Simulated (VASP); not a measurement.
# GaP (F-43m) in VASP: further runs, part 2 of 3

VASP 6.6.1. The steps go on from the part before.

### Step 3. Single point, PBE

This run uses another cell than the first one, of 19.70 Å³/atom, 1.028 times its volume.

INCAR reads:

```
ALGO = Normal
EDIFF = 1E-6
ENCUT = 520
GGA = PE
ISIF = 2
ISMEAR = 0
LASPH = T
LCHARG = T
LELF = T
LREAL = F
LVHAR = T
LWAVE = F
NBANDS = 16
NELM = 60
PREC = Accurate
SIGMA = 0.01
```

KPOINTS reads:

```
k-points
0
Gamma
  6 6 6
```

POSCAR reads:

```
GaP
1.0
    0.0000000000      2.7008069793      2.7008069793
    2.7008069793      0.0000000000      2.7008069793
    2.7008069793      2.7008069793      0.0000000000
Ga P
1 1
Direct
    0.0000000000      0.0000000000      0.0000000000
    0.2500000000      0.2500000000      0.2500000000
```

Potentials or basis: VASP PAW PBE potentials, release 64 (Ga_d, P).

Launch:

```console
$ cat potpaw_PBE.64/Ga_d/POTCAR potpaw_PBE.64/P/POTCAR > POTCAR
$ mpirun -np 1 vasp_std > vasp.out
```

OUTCAR:

```text
EDIFF = 1E-6
   ENCUT = 520
   GGA = PE
   ISIF = 2
   ISMEAR = 0
   LASPH = T
   LREAL = F
   NELM = 60
   PREC = Accurate

 ion  position               nearest neighbor table
   1  0.000  0.000  0.000-   2 2.34   2 2.34   2 2.34   2 2.34
   2  0.250  0.250  0.250-   1 2.34   1 2.34   1 2.34   1 2.34

  LATTYP: Found a face centered cubic cell.
 ALAT       =     5.4016139586

  Lattice vectors:

 A1 = (   0.0000000000,   2.7008069793,   2.7008069793)
 A2 = (   2.7008069793,   0.0000000000,   2.7008069793)
 A3 = (   2.7008069793,   2.7008069793,   0.0000000000)

Analysis of symmetry for initial positions (statically):
=====================================================================
 Subroutine PRICEL returns:
 Original cell was already a primitive cell.

 Routine SETGRP: Setting up the symmetry group for a
 face centered cubic supercell.

 Subroutine GETGRP returns: Found 24 space group operations
 (whereof 24 operations were pure point group operations)
 out of a pool of 48 trial point group operations.

The static configuration has the point symmetry T_d .

Analysis of symmetry for dynamics (positions and initial velocities):
=====================================================================
 Subroutine PRICEL returns:
 Original cell was already a primitive cell.

 Routine SETGRP: Setting up the symmetry group for a
 face centered cubic supercell.

 Subroutine GETGRP returns: Found 24 space group operations
 (whereof 24 operations were pure point group operations)
 out of a pool of 48 trial point group operations.

The dynamic configuration has the point symmetry T_d .

 Subroutine INISYM returns: Found 24 space group operations
 (whereof 24 operations are pure point group operations),
 and found     1 'primitive' translations

----------------------------------------------------------------------------------------

                                     Primitive cell

  volume of cell :      39.4013

  direct lattice vectors                    reciprocal lattice vectors
     0.000000000  2.700806979  2.700806979    -0.185129853  0.185129853  0.185129853
     2.700806979  0.000000000  2.700806979     0.185129853 -0.185129853  0.185129853
     2.700806979  2.700806979  0.000000000     0.185129853  0.185129853 -0.185129853

  length of vectors
     3.819517859  3.819517859  3.819517859     0.320654312  0.320654312  0.320654312

  position of ions in fractional coordinates (direct lattice)
     0.000000000  0.000000000  0.000000000
     0.250000000  0.250000000  0.250000000

  ion indices of the primitive-cell ions
   primitive index   ion index
                 1           1
                 2           2

----------------------------------------------------------------------------------------

 KPOINTS: k-points

Automatic generation of k-mesh.
 Grid dimensions read from file:
 generate k-points for:    6    6    6

 Generating k-lattice:

  Cartesian coordinates                     Fractional coordinates (reciprocal lattice)
    -0.030854976  0.030854976  0.030854976     0.166666667  0.000000000  0.000000000
     0.030854976 -0.030854976  0.030854976     0.000000000  0.166666667  0.000000000
     0.030854976  0.030854976 -0.030854976     0.000000000  0.000000000  0.166666667

  Length of vectors
     0.053442385  0.053442385  0.053442385

  Shift w.r.t. Gamma in fractional coordinates (k-lattice)
     0.000000000  0.000000000  0.000000000

 Subroutine IBZKPT returns following result:
 ===========================================

 Found     16 irreducible k-points:

 Following reciprocal coordinates:
            Coordinates               Weight
  0.000000  0.000000  0.000000      1.000000
  0.166667  0.000000  0.000000      8.000000
  0.333333  0.000000  0.000000      8.000000
  0.500000  0.000000  0.000000      4.000000
  0.166667  0.166667  0.000000      6.000000
  0.333333  0.166667  0.000000     24.000000
[... 8 lines left out ...]
 -0.333333  0.333333  0.166667     24.000000
 -0.333333  0.500000  0.166667     12.000000
   k-points           NKPTS =     16   k-points in BZ     NKDIM =     16   number of bands    NBANDS=     16
   number of dos      NEDOS =    301   number of ions     NIONS =      2
   total plane-waves  NPLWV =  21952
   dimension x,y,z NGX =    28 NGY =   28 NGZ =   28
   dimension x,y,z NGXF=    56 NGYF=   56 NGZF=   56
   ions per type =               1   1
   NGX,Y,Z   is equivalent  to a cutoff of  12.19, 12.19, 12.19 a.u.
   NGXF,Y,Z  is equivalent  to a cutoff of  24.37, 24.37, 24.37 a.u.
 SYSTEM =  unknown system
   PREC   = accura    normal or accurate (medium, high low for compatibility)
   ISTART =      0    job   : 0-new  1-cont  2-samecut
   ICHARG =      2    charge: 1-file 2-atom 10-const
   ISPIN  =      1    spin polarized calculation?
   LNONCOLLINEAR =      F non collinear calculations
   LSORBIT =      F    spin-orbit coupling
   LASPH  =      T    aspherical Exc in radial PAW
   ENCUT  =  520.0 eV  38.22 Ry    6.18 a.u.   7.10  7.10  7.10*2*pi/ulx,y,z
   NELM   =     60;   NELMIN=  2; NELMDL= -5     # of ELM steps
   EDIFF  = 0.1E-05   stopping-criterion for ELM
   LREAL  =      F    real-space projection
[... 7 lines left out ...]
   TEBEG  =    0.0;   TEEND  =   0.0 temperature during run
   PSTRESS=    0.0 pullay stress
   NELECT =      18.0000    total number of electrons
   NUPDOWN=      -1.0000    fix difference up-down
   EMIN   =  10.00;   EMAX   =-10.00  energy-range for DOS
   EFERMI =   0.00;   METHOD = LEGACY
   ISMEAR =     0;   SIGMA  =   0.01  broadening in eV -4-tet -1-fermi 0-gaus
   EFERMI_NEDOS =   21; number of points for ismear=-14 and -15
   IALGO  =     38    algorithm
   IMIX   =      4    mixing-type and parameters
     AMIX     =   0.40;   BMIX     =  1.00
     AMIX_MAG =   1.60;   BMIX_MAG =  1.00
  volume/ion in A,a.u.               =      19.70       132.95
  Fermi-wavevector in a.u.,A,eV,Ry     =   1.260846  2.382654 21.629633  1.589733
  Thomas-Fermi vector in A             =   2.394335
   LORBIT       =      0    0 simple, 1 ext, 2 COOP (PROOUT), +10 PAW based schemes
   GGA     = PE    functional components
   LHFCALC =     F    Hartree Fock is set to
   AEXX    =    0.0000 exact exchange contribution
   IVDW    =     0    specifies the selected vdW correction
   LEPSILON=     F    determine dielectric tensor
   LRPA    =     F    only Hartree local field effects (RPA)
 non-spin polarized calculation
 Gauss-broadening in eV      SIGMA  =   0.01
  energy-cutoff  :      520.00
  volume of cell :       39.40
 maximum number of plane-waves:      1068
   NGX = 15   NGY = 15   NGZ = 15

 number of electron      18.0000003 magnetization

 Free energy of the ion-electron system (eV)
  ---------------------------------------------------
  ext. energy  EPLUGINS =         0.00000000
  ---------------------------------------------------
  free energy    TOTEN  =        -9.07719750 eV

  energy without entropy =       -9.07719750  energy(sigma->0) =       -9.07719750

 E-fermi :   4.9984     XC(G=0):  -9.9538

 val. band max:        4.9388916861   @ k =   0.0000   0.0000   0.0000
 cond. band min:       6.5317723615   @ k =   0.5000   0.5000   0.0000
 fundamental gap:      1.5928806753
 Fermi energy:         4.9983709978

 k-point     1 :       0.0000    0.0000    0.0000
  band No.  band energies     occupation
      1      -9.6672      2.00000
      2      -9.6672      2.00000
      3      -9.6672      2.00000
      4      -9.5591      2.00000
      5      -9.5591      2.00000
      6      -7.7609      2.00000
[... 8 lines left out ...]
     15      14.7598      0.00000
     16      14.7598      0.00000

 k-point     2 :       0.1667    0.0000    0.0000
  band No.  band energies     occupation
      1      -9.6933      2.00000
      2      -9.6586      2.00000
      3      -9.6586      2.00000
      4      -9.5590      2.00000
      5      -9.5590      2.00000
      6      -7.3914      2.00000
[... 8 lines left out ...]
     15      13.9213      0.00000
     16      15.1106      0.00000
[... 235 lines left out ...]
      5      -9.5507      2.00000
      6      -4.9111      2.00000
[... 8 lines left out ...]
     15      17.5796      0.00000
     16      17.8836      0.00000

 k-point    16 :      -0.3333    0.5000    0.1667
  band No.  band energies     occupation
      1      -9.7808      2.00000
      2      -9.6172      2.00000
      3      -9.6019      2.00000
      4      -9.5817      2.00000
      5      -9.5447      2.00000
      6      -4.5904      2.00000
[... 8 lines left out ...]
     15      16.9658      0.00000
     16      18.7247      0.00000

------------------------ aborting loop because EDIFF is reached ----------------------------------------

  FORCE on cell =-STRESS in cart. coord.  units (eV):
  Direction    XX          YY          ZZ          XY          YZ          ZX
  --------------------------------------------------------------------------------------
  -------------------------------------------------------------------------------------
  Total        1.2200144      1.2200144      1.2200144      0.0000000      0.0000000     -0.0000000
  in kB       49.6095076     49.6095076     49.6095076      0.0000000      0.0000000     -0.0000000
  external PRESSURE =      49.6095076 kB  Pullay stress =       0.0000000 kB

 VOLUME and BASIS-vectors are now :
 -----------------------------------------------------------------------------
  energy-cutoff  :      520.00
  volume of cell :       39.40
      direct lattice vectors                 reciprocal lattice vectors
     0.000000000  2.700806979  2.700806979    -0.185129853  0.185129853  0.185129853
     2.700806979  0.000000000  2.700806979     0.185129853 -0.185129853  0.185129853
     2.700806979  2.700806979  0.000000000     0.185129853  0.185129853 -0.185129853

 POSITION                                       TOTAL-FORCE (eV/Angst)
 -----------------------------------------------------------------------------------
      0.00000      0.00000      0.00000         0.000000      0.000000      0.000000
      1.35040      1.35040      1.35040        -0.000000     -0.000000     -0.000000
 -----------------------------------------------------------------------------------
    total drift:                                0.000002      0.000002      0.000002

  FREE ENERGIE OF THE ION-ELECTRON SYSTEM (eV)
  ---------------------------------------------------
  free  energy   TOTEN  =        -9.0771974998 eV

  energy  without entropy=       -9.0771974998  energy(sigma->0) =       -9.07719750
```

Run time: 21 s. Hardware: 1 thread of AMD EPYC 7R13, shared host; peak memory 0.15 GiB.

What came out:

| Quantity | Value |
| --- | --- |
| Free energy | -9.0772 eV |
| Pressure | 5.0 GPa |
| Band gap on the k mesh | 1.59 eV, indirect (least direct gap 2.05 eV) |

### Step 4. Single point, PBE

This run uses another cell than the first one, of 20.78 Å³/atom, 1.085 times its volume.

INCAR reads:

```
PREC = Accurate
ENCUT = 520
EDIFF = 1E-6
ISMEAR = 0
SIGMA = 0.01
LREAL = False
LASPH = True
NELM = 60
ALGO = Normal
ISIF = 2
LWAVE = False
LCHARG = True
GGA = PE
LELF = True
LVHAR = True
NBANDS = 16
```

KPOINTS reads:

```
regular mesh
0
Gamma
  6 6 6
```

POSCAR reads:

```
GaP
1.0
    0.0000000000      2.7492622505      2.7492622505
    2.7492622505      0.0000000000      2.7492622505
    2.7492622505      2.7492622505      0.0000000000
Ga P
1 1
Direct
    0.0000000000      0.0000000000      0.0000000000
    0.2500000000      0.2500000000      0.2500000000
```

Potentials or basis: VASP PAW PBE potentials, release 64 (Ga_d, P).

Launch:

```console
$ cat potpaw_PBE.64/Ga_d/POTCAR potpaw_PBE.64/P/POTCAR > POTCAR
$ mpirun -np 1 vasp_std > vasp.out
```

OUTCAR:

```text
PREC = Accurate
   ENCUT = 520
   EDIFF = 1E-6
   ISMEAR = 0
   LREAL = False
   LASPH = True
   NELM = 60
   ISIF = 2
   GGA = PE

 ion  position               nearest neighbor table
   1  0.000  0.000  0.000-   2 2.38   2 2.38   2 2.38   2 2.38
   2  0.250  0.250  0.250-   1 2.38   1 2.38   1 2.38   1 2.38

  LATTYP: Found a face centered cubic cell.
 ALAT       =     5.4985245010

  Lattice vectors:

 A1 = (   0.0000000000,   2.7492622505,   2.7492622505)
 A2 = (   2.7492622505,   0.0000000000,   2.7492622505)
 A3 = (   2.7492622505,   2.7492622505,   0.0000000000)

Analysis of symmetry for initial positions (statically):
=====================================================================
 Subroutine PRICEL returns:
 Original cell was already a primitive cell.

 Routine SETGRP: Setting up the symmetry group for a
 face centered cubic supercell.

 Subroutine GETGRP returns: Found 24 space group operations
 (whereof 24 operations were pure point group operations)
 out of a pool of 48 trial point group operations.

The static configuration has the point symmetry T_d .

[... 150 lines left out ...]
  energy without entropy =       -9.11181761  energy(sigma->0) =       -9.11181761

 E-fermi :   4.5283     XC(G=0):  -9.7107

 val. band max:        4.3938116572   @ k =   0.0000   0.0000   0.0000
 cond. band min:       5.9837062139   @ k =   0.5000   0.0000   0.0000
 fundamental gap:      1.5898945567
 Fermi energy:         4.5283240808

 k-point     1 :       0.0000    0.0000    0.0000
  band No.  band energies     occupation
      1     -10.1225      2.00000
      2     -10.1225      2.00000
      3     -10.1225      2.00000
      4     -10.0308      2.00000
      5     -10.0308      2.00000
      6      -7.9042      2.00000
[... 281 lines left out ...]
      3     -10.0672      2.00000
      4     -10.0493      2.00000
      5     -10.0186      2.00000
      6      -4.9959      2.00000
[... 8 lines left out ...]
     15      16.1775      0.00000
     16      17.8292      0.00000

------------------------ aborting loop because EDIFF is reached ----------------------------------------

  FORCE on cell =-STRESS in cart. coord.  units (eV):
  Direction    XX          YY          ZZ          XY          YZ          ZX
  --------------------------------------------------------------------------------------
  -------------------------------------------------------------------------------------
  Total        0.0695632      0.0695632      0.0695632      0.0000000      0.0000000     -0.0000000
  in kB        2.6817100      2.6817100      2.6817100      0.0000000      0.0000000     -0.0000000
  external PRESSURE =       2.6817100 kB  Pullay stress =       0.0000000 kB

 VOLUME and BASIS-vectors are now :
 -----------------------------------------------------------------------------
  energy-cutoff  :      520.00
  volume of cell :       41.56
      direct lattice vectors                 reciprocal lattice vectors
     0.000000000  2.749262251  2.749262251    -0.181866972  0.181866972  0.181866972
     2.749262251  0.000000000  2.749262251     0.181866972 -0.181866972  0.181866972
     2.749262251  2.749262251  0.000000000     0.181866972  0.181866972 -0.181866972

 POSITION                                       TOTAL-FORCE (eV/Angst)
 -----------------------------------------------------------------------------------
      0.00000      0.00000      0.00000        -0.000000     -0.000000     -0.000000
      1.37463      1.37463      1.37463         0.000000      0.000000      0.000000
 -----------------------------------------------------------------------------------
    total drift:                                0.000002      0.000002      0.000002

  FREE ENERGIE OF THE ION-ELECTRON SYSTEM (eV)
  ---------------------------------------------------
  free  energy   TOTEN  =        -9.1118176134 eV

  energy  without entropy=       -9.1118176134  energy(sigma->0) =       -9.11181761
```

Wall time 25 s (1 thread of AMD EPYC 7R13, shared host); peak memory 0.17 GiB.

What came out:

```
Free energy            : -9.1118 eV
Pressure               : 0.3 GPa
Band gap on the k mesh : 1.59 eV, indirect (least direct gap 1.61 eV)
```

### Step 5. Single point, PBE

This run uses another cell than the first one, of 21.32 Å³/atom, 1.113 times its volume.

INCAR reads:

```
ALGO = Normal
EDIFF = 1E-7
ENCUT = 520
GGA = PE
ISIF = 2
ISMEAR = 0
LASPH = True
LCHARG = False
LREAL = False
LWAVE = False
NBANDS = 16
NELM = 60
PREC = Accurate
SIGMA = 0.01
```

KPOINTS reads:

```
k-points
0
Gamma
  6 6 6
```

POSCAR reads:

```
GaP
1.0
    0.0000000000      2.7728622224      2.7728622224
    2.7728622224      0.0000000000      2.7728622224
    2.7728622224      2.7728622224      0.0000000000
Ga P
1 1
Direct
    0.0000000000      0.0000000000      0.0000000000
    0.2500000000      0.2500000000      0.2500000000
```

Launch:

```console
$ cat potpaw_PBE.64/Ga_d/POTCAR potpaw_PBE.64/P/POTCAR > POTCAR
$ mpirun -np 1 vasp_std > vasp.out
```

Run time: 28 s. Hardware: 1 thread of AMD EPYC 7R13, shared host; peak memory 0.17 GiB.

The run converged. Its results:

```yaml
Free_energy: -9.1076 eV
Pressure: -1.6 GPa
Band_gap_on_the_k_mesh: 1.40 eV, direct
```

Levels at points of the mesh, in eV from the valence-band top:
| k point | band 6 | band 7 | band 8 | band 9 | band 10 | band 11 | band 12 | band 13 |
| --- | --- | --- | --- | --- | --- | --- | --- | --- |
| (0.00, 0.00, 0.00) | -12.11 | 0.00 | 0.00 | 0.00 | 1.40 | 3.89 | 3.89 | 3.89 |
| (0.50, 0.00, 0.00) | -10.21 | -6.35 | -1.04 | -1.04 | 1.51 | 4.73 | 4.73 | 8.17 |
| (0.50, 0.50, 0.00) | -9.38 | -6.52 | -2.51 | -2.51 | 1.76 | 1.86 | 10.20 | 10.20 |

[end of part 2 of 3]
